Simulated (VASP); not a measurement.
# TaN (Fm-3m) in VASP: further runs, part 2 of 2

VASP 6.6.1. The steps go on from the part before.

## Step 4: Single point, LDA

This run uses another cell than the first one, of 10.53 Å³/atom, 1.078 times its volume.

INCAR reads:

```
ALGO = Normal
EDIFF = 1E-6
ENCUT = 520
GGA = CA
ISIF = 2
ISMEAR = 0
LASPH = T
LCHARG = F
LREAL = F
LWAVE = F
NBANDS = 15
NELM = 80
PREC = Accurate
SIGMA = 0.15
```

KPOINTS reads:

```
k-points
0
Gamma
  18 18 18
```

POSCAR reads:

```
TaN
1.0
    0.0000000000      2.1918784864      2.1918784864
    2.1918784864      0.0000000000      2.1918784864
    2.1918784864      2.1918784864      0.0000000000
Ta N
1 1
Direct
    0.5000000000      0.5000000000      0.5000000000
    0.0000000000      0.0000000000      0.0000000000
```

Potentials or basis: VASP PAW LDA potentials, release 64 (Ta_pv, N).

The run is started by

```sh
$ cat potpaw_LDA.64/Ta_pv/POTCAR potpaw_LDA.64/N/POTCAR > POTCAR
$ mpirun -np 1 vasp_std > vasp.out
```

OUTCAR:

```text
EDIFF = 1E-6
   ENCUT = 520
   GGA = CA
   ISIF = 2
   ISMEAR = 0
   LASPH = T
   LREAL = F
   NELM = 80
   PREC = Accurate

 ion  position               nearest neighbor table
   1  0.500  0.500  0.500-   2 2.19   2 2.19   2 2.19   2 2.19   2 2.19   2 2.19
   2  0.000  0.000  0.000-   1 2.19   1 2.19   1 2.19   1 2.19   1 2.19   1 2.19

  LATTYP: Found a face centered cubic cell.
 ALAT       =     4.3837569728

  Lattice vectors:

 A1 = (   0.0000000000,   2.1918784864,   2.1918784864)
 A2 = (   2.1918784864,   0.0000000000,   2.1918784864)
 A3 = (   2.1918784864,   2.1918784864,   0.0000000000)

Analysis of symmetry for initial positions (statically):
=====================================================================
 Subroutine PRICEL returns:
 Original cell was already a primitive cell.

 Routine SETGRP: Setting up the symmetry group for a
 face centered cubic supercell.

 Subroutine GETGRP returns: Found 48 space group operations
 (whereof 48 operations were pure point group operations)
 out of a pool of 48 trial point group operations.

The static configuration has the point symmetry O_h .

Analysis of symmetry for dynamics (positions and initial velocities):
=====================================================================
 Subroutine PRICEL returns:
 Original cell was already a primitive cell.

 Routine SETGRP: Setting up the symmetry group for a
 face centered cubic supercell.

 Subroutine GETGRP returns: Found 48 space group operations
 (whereof 48 operations were pure point group operations)
 out of a pool of 48 trial point group operations.

The dynamic configuration has the point symmetry O_h .

 Subroutine INISYM returns: Found 48 space group operations
 (whereof 48 operations are pure point group operations),
 and found     1 'primitive' translations

----------------------------------------------------------------------------------------

                                     Primitive cell

  volume of cell :      21.0610

  direct lattice vectors                    reciprocal lattice vectors
     0.000000000  2.191878486  2.191878486    -0.228114835  0.228114835  0.228114835
     2.191878486  0.000000000  2.191878486     0.228114835 -0.228114835  0.228114835
     2.191878486  2.191878486  0.000000000     0.228114835  0.228114835 -0.228114835

  length of vectors
     3.099784283  3.099784283  3.099784283     0.395106485  0.395106485  0.395106485

  position of ions in fractional coordinates (direct lattice)
     0.500000000  0.500000000  0.500000000
     0.000000000  0.000000000  0.000000000

  ion indices of the primitive-cell ions
   primitive index   ion index
                 1           1
                 2           2

----------------------------------------------------------------------------------------

 KPOINTS: k-points

Automatic generation of k-mesh.
 Grid dimensions read from file:
 generate k-points for:   18   18   18

 Generating k-lattice:

  Cartesian coordinates                     Fractional coordinates (reciprocal lattice)
    -0.012673046  0.012673046  0.012673046     0.055555556  0.000000000  0.000000000
     0.012673046 -0.012673046  0.012673046     0.000000000  0.055555556  0.000000000
     0.012673046  0.012673046 -0.012673046     0.000000000  0.000000000  0.055555556

  Length of vectors
     0.021950360  0.021950360  0.021950360

  Shift w.r.t. Gamma in fractional coordinates (k-lattice)
     0.000000000  0.000000000  0.000000000

 Subroutine IBZKPT returns following result:
 ===========================================

 Found    195 irreducible k-points:

 Following reciprocal coordinates:
            Coordinates               Weight
  0.000000  0.000000  0.000000      1.000000
  0.055556  0.000000  0.000000      8.000000
  0.111111  0.000000  0.000000      8.000000
  0.166667  0.000000  0.000000      8.000000
  0.222222  0.000000  0.000000      8.000000
  0.277778  0.000000  0.000000      8.000000
[... 16 lines left out ...]
 -0.277778  0.055556  0.000000     24.000000
 -0.222222  0.055556  0.000000     24.000000
 [... further k-points ...]
   k-points           NKPTS =    195   k-points in BZ     NKDIM =    195   number of bands    NBANDS=     15
   number of dos      NEDOS =    301   number of ions     NIONS =      2
   total plane-waves  NPLWV =  13824
   dimension x,y,z NGX =    24 NGY =   24 NGZ =   24
   dimension x,y,z NGXF=    48 NGYF=   48 NGZF=   48
   ions per type =               1   1
   NGX,Y,Z   is equivalent  to a cutoff of  12.87, 12.87, 12.87 a.u.
   NGXF,Y,Z  is equivalent  to a cutoff of  25.74, 25.74, 25.74 a.u.
 SYSTEM =  unknown system
   PREC   = accura    normal or accurate (medium, high low for compatibility)
   ISTART =      0    job   : 0-new  1-cont  2-samecut
   ICHARG =      2    charge: 1-file 2-atom 10-const
   ISPIN  =      1    spin polarized calculation?
   LNONCOLLINEAR =      F non collinear calculations
   LSORBIT =      F    spin-orbit coupling
   LASPH  =      T    aspherical Exc in radial PAW
   ENCUT  =  520.0 eV  38.22 Ry    6.18 a.u.   5.76  5.76  5.76*2*pi/ulx,y,z
   NELM   =     80;   NELMIN=  2; NELMDL= -5     # of ELM steps
   EDIFF  = 0.1E-05   stopping-criterion for ELM
   LREAL  =      F    real-space projection
   EDIFFG = 0.1E-04   stopping-criterion for IOM
   NSW    =      0    number of steps for IOM
   IBRION =     -1    ionic relax: 0-MD 1-quasi-New 2-CG
   NFREE  =      0    steps in history (QN), initial steepest desc. (CG)
   ISIF   =      2    stress and relaxation
   ISYM   =      2    0-nonsym 1-usesym 2-fastsym
   POTIM  = 0.5000    time-step for ionic-motion
   TEBEG  =    0.0;   TEEND  =   0.0 temperature during run
   PSTRESS=    0.0 pullay stress
   NELECT =      16.0000    total number of electrons
   NUPDOWN=      -1.0000    fix difference up-down
   EMIN   =  10.00;   EMAX   =-10.00  energy-range for DOS
   EFERMI =   0.00;   METHOD = LEGACY
   ISMEAR =     0;   SIGMA  =   0.15  broadening in eV -4-tet -1-fermi 0-gaus
   EFERMI_NEDOS =   21; number of points for ismear=-14 and -15
   IALGO  =     38    algorithm
   IMIX   =      4    mixing-type and parameters
     AMIX     =   0.40;   BMIX     =  1.00
     AMIX_MAG =   1.60;   BMIX_MAG =  1.00
  volume/ion in A,a.u.               =      10.53        71.06
  Fermi-wavevector in a.u.,A,eV,Ry     =   1.493786  2.822846 30.359990  2.231396
  Thomas-Fermi vector in A             =   2.606142
   LORBIT       =      0    0 simple, 1 ext, 2 COOP (PROOUT), +10 PAW based schemes
   GGA     = CA    functional components
   LHFCALC =     F    Hartree Fock is set to
   AEXX    =    0.0000 exact exchange contribution
   IVDW    =     0    specifies the selected vdW correction
   LEPSILON=     F    determine dielectric tensor
   LRPA    =     F    only Hartree local field effects (RPA)
 non-spin polarized calculation
 Gauss-broadening in eV      SIGMA  =   0.15
  energy-cutoff  :      520.00
  volume of cell :       21.06
 maximum number of plane-waves:       588
   NGX = 11   NGY = 11   NGZ = 11

 number of electron      16.0000003 magnetization

 Free energy of the ion-electron system (eV)
  ---------------------------------------------------
  ext. energy  EPLUGINS =         0.00000000
  ---------------------------------------------------
  free energy    TOTEN  =       -24.14635974 eV

  energy without entropy =      -24.13674790  energy(sigma->0) =      -24.14155382

 E-fermi :   9.5152     XC(G=0): -13.7135

 val. band max:        9.5087664091   @ k =   0.3889   0.0556   0.0000
 cond. band min:       9.5177596776   @ k =   0.2222   0.1667   0.0556
 fundamental gap:      0.0089932684
 Fermi energy:         9.5152450815

 k-point     1 :       0.0000    0.0000    0.0000
  band No.  band energies     occupation
      1     -26.0345      2.00000
      2     -26.0345      2.00000
      3     -26.0345      2.00000
      4      -9.1773      2.00000
      5       5.7127      2.00000
      6       5.7127      2.00000
      7       5.7127      2.00000
      8       7.3484      2.00000
      9       7.3484      2.00000
     10       7.3484      2.00000
     11       9.5060      1.06940
     12       9.5060      1.06940
     13      11.3193      0.00000
     14      18.9975      0.00000
     15      20.9283      0.00000
[... 397 lines left out ...]
 k-point    24 :      -0.2222    0.0556    0.0000
  band No.  band energies     occupation
      1     -26.4803      2.00000
      2     -26.1071      2.00000
      3     -26.0643      2.00000
      4      -7.8483      2.00000
      5       1.9195      2.00000
      6       3.0743      2.00000
      7       3.4939      2.00000
      8       8.5615      2.00000
      9       8.6837      2.00000
     10       9.6298      0.27994
     11      12.3797      0.00000
     12      13.8989      0.00000
     13      14.2846      0.00000
     14      20.9247      0.00000
     15      22.1154      0.00000

 [... further k-points ...]
[... 5 lines left out ...]
  --------------------------------------------------------------------------------------
  -------------------------------------------------------------------------------------
  Total       -0.8956074     -0.8956074     -0.8956074     -0.0000000     -0.0000000      0.0000000
  in kB      -68.1316412    -68.1316412    -68.1316412     -0.0000000     -0.0000000      0.0000000
  external PRESSURE =     -68.1316412 kB  Pullay stress =       0.0000000 kB

 VOLUME and BASIS-vectors are now :
 -----------------------------------------------------------------------------
  energy-cutoff  :      520.00
  volume of cell :       21.06
      direct lattice vectors                 reciprocal lattice vectors
     0.000000000  2.191878486  2.191878486    -0.228114835  0.228114835  0.228114835
     2.191878486  0.000000000  2.191878486     0.228114835 -0.228114835  0.228114835
     2.191878486  2.191878486  0.000000000     0.228114835  0.228114835 -0.228114835

 POSITION                                       TOTAL-FORCE (eV/Angst)
 -----------------------------------------------------------------------------------
      2.19188      2.19188      2.19188        -0.000000     -0.000000     -0.000000
      0.00000      0.00000      0.00000         0.000000      0.000000      0.000000
 -----------------------------------------------------------------------------------
    total drift:                                0.000000     -0.000000     -0.000000

  FREE ENERGIE OF THE ION-ELECTRON SYSTEM (eV)
  ---------------------------------------------------
  free  energy   TOTEN  =       -24.1463597407 eV

  energy  without entropy=      -24.1367478962  energy(sigma->0) =      -24.14155382
```

stdout:

```text
POSCAR found type information on POSCAR TaN
 POSCAR found :  2 types and       2 ions
 scaLAPACK will be used
 LDA part: xc-table for (Slater(with rela. corr.)+CA(PZ))
 , standard interpolation
 POSCAR, INCAR and KPOINTS ok, starting setup
 FFT: planning ... GRIDC
 FFT: planning ... GRID_SOFT
 FFT: planning ... GRID
 WAVECAR not read
 entering main loop
```

Wall time 30 s (1 thread of AMD EPYC 9R45 (Zen 5), shared host); peak memory 0.15 GiB.

What came out:

| Property | Result |
| --- | --- |
| Free energy | -24.1464 eV |
| Pressure | -6.8 GPa |
| Band gap on the k mesh | zero (band 8 reaches 11.42 eV, above the bottom of band 9 at 7.35 eV) |

Caveat: spin-orbit coupling is left out, which moves the levels of the heavy elements.

## Step 5: Single point, LDA

This run uses another cell than the first one, of 10.80 Å³/atom, 1.105 times its volume.

INCAR reads:

```
SYSTEM = TaN
PREC = Accurate
ENCUT = 520
EDIFF = 1E-6
ISMEAR = 0
SIGMA = 0.15
LREAL = .FALSE.
LASPH = .TRUE.
NELM = 60
ALGO = Normal
ISIF = 2
LWAVE = .FALSE.
LCHARG = .FALSE.
GGA = CA
NBANDS = 15
```

KPOINTS reads:

```
regular mesh
0
G
  18 18 18
  0 0 0
```

POSCAR reads:

```
TaN
1.0
    0.0000000000      2.2101387059      2.2101387059
    2.2101387059      0.0000000000      2.2101387059
    2.2101387059      2.2101387059      0.0000000000
Ta N
1 1
Direct
    0.5000000000      0.5000000000      0.5000000000
    0.0000000000      0.0000000000      0.0000000000
```

Potentials or basis: VASP PAW LDA potentials, release 64 (Ta_pv, N).

The run is started by

```sh
$ cat potpaw_LDA.64/Ta_pv/POTCAR potpaw_LDA.64/N/POTCAR > POTCAR
$ mpirun -np 1 vasp_std > vasp.out
```

OUTCAR:

```text
SYSTEM = TaN
   PREC = Accurate
   ENCUT = 520
   EDIFF = 1E-6
   ISMEAR = 0
   LREAL = .FALSE.
   LASPH = .TRUE.
   NELM = 60
   ISIF = 2
   GGA = CA

 ion  position               nearest neighbor table
   1  0.500  0.500  0.500-   2 2.21   2 2.21   2 2.21   2 2.21   2 2.21   2 2.21
   2  0.000  0.000  0.000-   1 2.21   1 2.21   1 2.21   1 2.21   1 2.21   1 2.21

  LATTYP: Found a face centered cubic cell.
 ALAT       =     4.4202774118

  Lattice vectors:

 A1 = (   0.0000000000,   2.2101387059,   2.2101387059)
 A2 = (   2.2101387059,   0.0000000000,   2.2101387059)
 A3 = (   2.2101387059,   2.2101387059,   0.0000000000)

Analysis of symmetry for initial positions (statically):
=====================================================================
 Subroutine PRICEL returns:
 Original cell was already a primitive cell.

 Routine SETGRP: Setting up the symmetry group for a
 face centered cubic supercell.

 Subroutine GETGRP returns: Found 48 space group operations
 (whereof 48 operations were pure point group operations)
 out of a pool of 48 trial point group operations.

The static configuration has the point symmetry O_h .

Analysis of symmetry for dynamics (positions and initial velocities):
[... 165 lines left out ...]

 k-point     1 :       0.0000    0.0000    0.0000
  band No.  band energies     occupation
      1     -26.3689      2.00000
      2     -26.3689      2.00000
      3     -26.3689      2.00000
      4      -9.2600      2.00000
      5       5.4961      2.00000
      6       5.4961      2.00000
      7       5.4961      2.00000
      8       7.1296      2.00000
      9       7.1296      2.00000
     10       7.1296      2.00000
     11       9.2117      1.10155
     12       9.2117      1.10154
     13      10.8147      0.00000
     14      18.7017      0.00000
[... 401 lines left out ...]
      2     -26.4355      2.00000
      3     -26.3967      2.00000
      4      -7.9921      2.00000
      5       1.7680      2.00000
      6       2.9366      2.00000
      7       3.3389      2.00000
      8       8.2970      2.00000
      9       8.4229      2.00000
     10       9.3329      0.30972
     11      11.9747      0.00000
     12      13.4644      0.00000
     13      13.7978      0.00000
     14      20.5805      0.00000
     15      21.6489      0.00000

 [... further k-points ...]
[... 5 lines left out ...]
  --------------------------------------------------------------------------------------
  -------------------------------------------------------------------------------------
  Total       -2.0102969     -2.0102969     -2.0102969      0.0000000     -0.0000000      0.0000000
  in kB     -149.1702433   -149.1702433   -149.1702433      0.0000000     -0.0000000      0.0000000
  external PRESSURE =    -149.1702433 kB  Pullay stress =       0.0000000 kB

 VOLUME and BASIS-vectors are now :
 -----------------------------------------------------------------------------
  energy-cutoff  :      520.00
  volume of cell :       21.59
      direct lattice vectors                 reciprocal lattice vectors
     0.000000000  2.210138706  2.210138706    -0.226230145  0.226230145  0.226230145
     2.210138706  0.000000000  2.210138706     0.226230145 -0.226230145  0.226230145
     2.210138706  2.210138706  0.000000000     0.226230145  0.226230145 -0.226230145

 POSITION                                       TOTAL-FORCE (eV/Angst)
 -----------------------------------------------------------------------------------
      2.21014      2.21014      2.21014        -0.000000      0.000000     -0.000000
      0.00000      0.00000      0.00000         0.000000      0.000000      0.000000
 -----------------------------------------------------------------------------------
    total drift:                                0.000000     -0.000000     -0.000000

  FREE ENERGIE OF THE ION-ELECTRON SYSTEM (eV)
  ---------------------------------------------------
  free  energy   TOTEN  =       -24.1104702534 eV

  energy  without entropy=      -24.1005408985  energy(sigma->0) =      -24.10550558
```

OSZICAR:

```text
N       E                     dE             d eps       ncg     rms          rms(c)
DAV:   1     0.852773074931E+02    0.85277E+02   -0.87965E+03  5858   0.113E+03
DAV:   2    -0.244610798706E+02   -0.10974E+03   -0.10325E+03  7236   0.293E+02
DAV:   3    -0.271210362569E+02   -0.26600E+01   -0.26413E+01  6515   0.414E+01
DAV:   4    -0.271306866472E+02   -0.96504E-02   -0.96447E-02  7637   0.274E+00
DAV:   5    -0.271307576368E+02   -0.70990E-04   -0.70984E-04  6593   0.206E-01    0.233E+01
DAV:   6    -0.242773725145E+02    0.28534E+01   -0.58875E+00  6383   0.260E+01    0.969E+00
DAV:   7    -0.241538762962E+02    0.12350E+00   -0.43273E-01  7173   0.536E+00    0.663E+00
DAV:   8    -0.241155105322E+02    0.38366E-01   -0.17930E-01  6263   0.335E+00    0.126E+00
DAV:   9    -0.241107036409E+02    0.48069E-02   -0.14456E-02  6256   0.953E-01    0.283E-01
DAV:  10    -0.241104912326E+02    0.21241E-03   -0.60965E-04  7012   0.277E-01    0.717E-02
DAV:  11    -0.241104702208E+02    0.21012E-04   -0.43083E-05  6312   0.701E-02    0.134E-02
DAV:  12    -0.241104702534E+02   -0.32622E-07   -0.21481E-06  6200   0.132E-02
   1 F= -.24110470E+02 E0= -.24105506E+02  d E =-.992935E-02
```

It took 29 s on 1 thread of AMD EPYC 9R45 (Zen 5), shared host; peak memory 0.15 GiB.

What came out:

```
Free energy            : -24.1105 eV
Pressure               : -14.9 GPa
Band gap on the k mesh : zero (band 8 reaches 11.05 eV, above the bottom of band 9 at 7.13 eV)
```

Levels at points of the mesh, in eV from the Fermi level:
```
           k point  band 5  band 6  band 7  band 8  band 9  band 10  band 11  band 12
(0.00, 0.00, 0.00)   -3.73   -3.73   -3.73   -2.10   -2.10    -2.10    -0.01    -0.01
(0.50, 0.00, 0.00)  -10.21   -7.46   -7.46    1.83    1.83     1.94     3.90     7.33
(0.50, 0.50, 0.00)   -6.51   -5.37   -4.54   -4.54    1.99     3.44     3.44     4.45
```

Caveat: spin-orbit coupling is left out, which moves the levels of the heavy elements.

## Step 6: Single point, LDA

This run uses another cell than the first one, of 11.06 Å³/atom, 1.133 times its volume.

INCAR reads:

```
PREC = Accurate
ENCUT = 520
EDIFF = 1E-6
ISMEAR = 0
SIGMA = 0.15
LREAL = F
LASPH = T
NELM = 100
ALGO = Normal
ISIF = 2
LWAVE = F
LCHARG = F
NBANDS = 15
```

KPOINTS reads:

```
Automatic mesh
0
Gamma
  18 18 18
```

POSCAR reads:

```
TaN
1.0
    0.0000000000      2.2281815418      2.2281815418
    2.2281815418      0.0000000000      2.2281815418
    2.2281815418      2.2281815418      0.0000000000
Ta N
1 1
Direct
    0.5000000000      0.5000000000      0.5000000000
    0.0000000000      0.0000000000      0.0000000000
```

Potentials or basis: VASP PAW LDA potentials, release 64 (Ta_pv, N).

The run is started by

```sh
$ cat potpaw_LDA.64/Ta_pv/POTCAR potpaw_LDA.64/N/POTCAR > POTCAR
$ mpirun -np 1 vasp_std > vasp.out
```

It took 30 s on 1 thread of AMD EPYC 9R45 (Zen 5), shared host; peak memory 0.15 GiB.

The run converged. Its results:

| Quantity | Value |
| --- | --- |
| Free energy | -24.0492 eV |
| Pressure | -22.0 GPa |
| Band gap on the k mesh | zero (band 8 reaches 10.70 eV, above the bottom of band 9 at 6.92 eV) |

Levels at points of the mesh, in eV from the Fermi level:
```tsv
k point	band 6	band 7	band 8	band 9	band 10	band 11
(0.00, 0.00, 0.00)	-3.66	-3.66	-2.03	-2.03	-2.03	-0.02
(0.50, 0.00, 0.00)	-7.28	-7.28	1.75	1.75	1.87	3.82
(0.50, 0.50, 0.00)	-5.20	-4.47	-4.47	1.92	3.30	3.30
```

Caveat: spin-orbit coupling is left out, which moves the levels of the heavy elements.

## Step 7: Summary

```tsv
cell	gap on the mesh (eV)	pressure (GPa)
a = 3.023 Å, angles 60.0°, 2 atoms	none	24.0
a = 3.049 Å, angles 60.0°, 2 atoms	none	12.4
a = 3.100 Å, angles 60.0°, 2 atoms	none	-6.8
a = 3.126 Å, angles 60.0°, 2 atoms	none	-14.9
a = 3.151 Å, angles 60.0°, 2 atoms	none	-22.0
```

Alike in all rows: task single point; level LDA; potentials or basis VASP PAW LDA potentials, release 64 (Ta_pv, N); no spin polarisation; k mesh 18 × 18 × 18; cutoff (eV) 520; smearing gaussian 0.15 eV.

Caveats: spin-orbit coupling is left out, which moves the levels of the heavy elements.

Absolute energies hang on the potentials; compare differences alone.
